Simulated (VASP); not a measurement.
# Pb (Fm-3m) in VASP: further runs, part 2 of 2

VASP 6.6.1. The steps go on from the part before.

### 3 Single point, PBEsol (volume scaled by 1.03)

Input file INCAR:

```
SYSTEM = Pb
PREC = Accurate
ENCUT = 520
EDIFF = 1E-6
ISMEAR = 0
SIGMA = 0.1
LREAL = .FALSE.
LASPH = .TRUE.
NELM = 100
ALGO = Normal
ISIF = 2
LWAVE = .FALSE.
LCHARG = .TRUE.
GGA = PS
LELF = .TRUE.
LVHAR = .TRUE.
NBANDS = 13
```

Input file KPOINTS:

```
regular mesh
0
G
  14 14 14
  0 0 0
```

Input file POSCAR:

```
Pb
1.0
    0.0000000000      2.4913339061      2.4913339061
    2.4913339061      0.0000000000      2.4913339061
    2.4913339061      2.4913339061      0.0000000000
Pb
1
Direct
    0.0000000000      0.0000000000      0.0000000000
```

Potentials or basis: VASP PAW PBE potentials, release 64 (Pb_d).

Started as:

```console
cat potpaw_PBE.64/Pb_d/POTCAR > POTCAR
mpirun -np 1 vasp_std > vasp.out
```

OUTCAR:

```text
SYSTEM = Pb
   PREC = Accurate
   ENCUT = 520
   EDIFF = 1E-6
   ISMEAR = 0
   LREAL = .FALSE.
   LASPH = .TRUE.
   NELM = 100
   ISIF = 2
   GGA = PS

 ion  position               nearest neighbor table
   1  0.000  0.000  0.000-

  LATTYP: Found a face centered cubic cell.
 ALAT       =     4.9826678122

  Lattice vectors:

 A1 = (   0.0000000000,   2.4913339061,   2.4913339061)
 A2 = (   2.4913339061,   0.0000000000,   2.4913339061)
 A3 = (   2.4913339061,   2.4913339061,   0.0000000000)

Analysis of symmetry for initial positions (statically):
=====================================================================
 Subroutine PRICEL returns:
 Original cell was already a primitive cell.

 Routine SETGRP: Setting up the symmetry group for a
 face centered cubic supercell.

 Subroutine GETGRP returns: Found 48 space group operations
[... 9 lines left out ...]

 Routine SETGRP: Setting up the symmetry group for a
 face centered cubic supercell.

 Subroutine GETGRP returns: Found 48 space group operations
[... 11 lines left out ...]
                                     Primitive cell

  volume of cell :      30.9261

  direct lattice vectors                    reciprocal lattice vectors
[... 138 lines left out ...]
 fundamental gap:      0.0317670892
 Fermi energy:         6.8986577207

 k-point     1 :       0.0000    0.0000    0.0000
  band No.  band energies     occupation
      1     -10.0905      2.00000
      2     -10.0905      2.00000
      3     -10.0905      2.00000
      4      -9.9569      2.00000
      5      -9.9569      2.00000
      6      -4.7529      2.00000
      7      14.1397      0.00000
      8      14.1397      0.00000
      9      14.1397      0.00000
     10      16.6327      0.00000
     11      17.9470      0.00000
     12      19.2166      0.00000
     13      19.2166      0.00000
[... 354 lines left out ...]
  band No.  band energies     occupation
      1     -10.1290      2.00000
      2     -10.0349      2.00000
      3     -10.0083      2.00000
      4      -9.9681      2.00000
      5      -9.8908      2.00000
      6      -3.3513      2.00000
      7       8.0692      0.00000
      8      11.5191      0.00000
      9      11.7430      0.00000
     10      15.2544      0.00000
     11      16.8187      0.00000
     12      20.4290      0.00000
     13      21.1752      0.00000

 [... further k-points ...]
[... 5 lines left out ...]
  --------------------------------------------------------------------------------------
  -------------------------------------------------------------------------------------
  Total       -0.2630690     -0.2630690     -0.2630690      0.0000000     -0.0000000     -0.0000000
  in kB      -13.6287010    -13.6287010    -13.6287010      0.0000000     -0.0000000     -0.0000000
  external PRESSURE =     -13.6287010 kB  Pullay stress =       0.0000000 kB

 VOLUME and BASIS-vectors are now :
 -----------------------------------------------------------------------------
  energy-cutoff  :      520.00
  volume of cell :       30.93
      direct lattice vectors                 reciprocal lattice vectors
     0.000000000  2.491333906  2.491333906    -0.200695699  0.200695699  0.200695699
     2.491333906  0.000000000  2.491333906     0.200695699 -0.200695699  0.200695699
     2.491333906  2.491333906  0.000000000     0.200695699  0.200695699 -0.200695699

 POSITION                                       TOTAL-FORCE (eV/Angst)
 -----------------------------------------------------------------------------------
      0.00000      0.00000      0.00000         0.000000      0.000000      0.000000
 -----------------------------------------------------------------------------------
    total drift:                               -0.000000     -0.000000     -0.000000

  FREE ENERGIE OF THE ION-ELECTRON SYSTEM (eV)
  ---------------------------------------------------
  free  energy   TOTEN  =        -4.0001425762 eV

  energy  without entropy=       -3.9979253665  energy(sigma->0) =       -3.99903397
```

OSZICAR:

```text
N       E                     dE             d eps       ncg     rms          rms(c)
DAV:   1     0.108273845525E+03    0.10827E+03   -0.71398E+03  2739   0.125E+03
DAV:   2     0.129225711628E+01   -0.10698E+03   -0.10330E+03  2819   0.312E+02
DAV:   3    -0.389091360496E+01   -0.51832E+01   -0.51557E+01  3362   0.738E+01
DAV:   4    -0.401093706426E+01   -0.12002E+00   -0.11999E+00  3381   0.120E+01
DAV:   5    -0.401638331825E+01   -0.54463E-02   -0.54460E-02  3792   0.238E+00    0.557E-01
DAV:   6    -0.400341867573E+01    0.12965E-01   -0.17419E-02  3457   0.232E+00    0.265E-01
DAV:   7    -0.400032401489E+01    0.30947E-02   -0.70147E-03  3544   0.135E+00    0.914E-02
DAV:   8    -0.400014430373E+01    0.17971E-03   -0.41080E-04  4068   0.341E-01    0.101E-02
DAV:   9    -0.400014261363E+01    0.16901E-05   -0.86328E-06  3529   0.539E-02    0.442E-03
DAV:  10    -0.400014257622E+01    0.37412E-07   -0.69168E-07  2162   0.131E-02
   1 F= -.40001426E+01 E0= -.39990340E+01  d E =-.221721E-02
```

Wall time 53 s (1 thread of AMD EPYC 7R13 (Zen 3), shared host); peak memory 0.15 GiB.

Results:

| Property | Result |
| --- | --- |
| Free energy | -4.0001 eV |
| Pressure | -1.4 GPa |
| Band gap on the k mesh | zero (band 7 reaches 14.14 eV, above the bottom of band 8 at 5.35 eV) |

Levels at points of the mesh, in eV from the Fermi level:
| k point | band 3 | band 4 | band 5 | band 6 | band 7 | band 8 | band 9 | band 10 | band 11 | band 12 |
| --- | --- | --- | --- | --- | --- | --- | --- | --- | --- | --- |
| (0.00, 0.00, 0.00) | -16.99 | -16.86 | -16.86 | -11.65 | 7.24 | 7.24 | 7.24 | 9.73 | 11.05 | 12.32 |
| (0.50, 0.00, 0.00) | -16.98 | -16.73 | -16.73 | -8.13 | -4.14 | 5.45 | 5.45 | 9.20 | 9.27 | 11.06 |
| (0.50, 0.50, 0.00) | -16.74 | -16.69 | -16.69 | -6.77 | -3.22 | 2.00 | 2.00 | 5.29 | 6.57 | 18.14 |

Caveat: the PAW data sets were made with another functional, which shifts forces and pressure a little; spin-orbit coupling is left out, which moves the levels of the heavy elements.
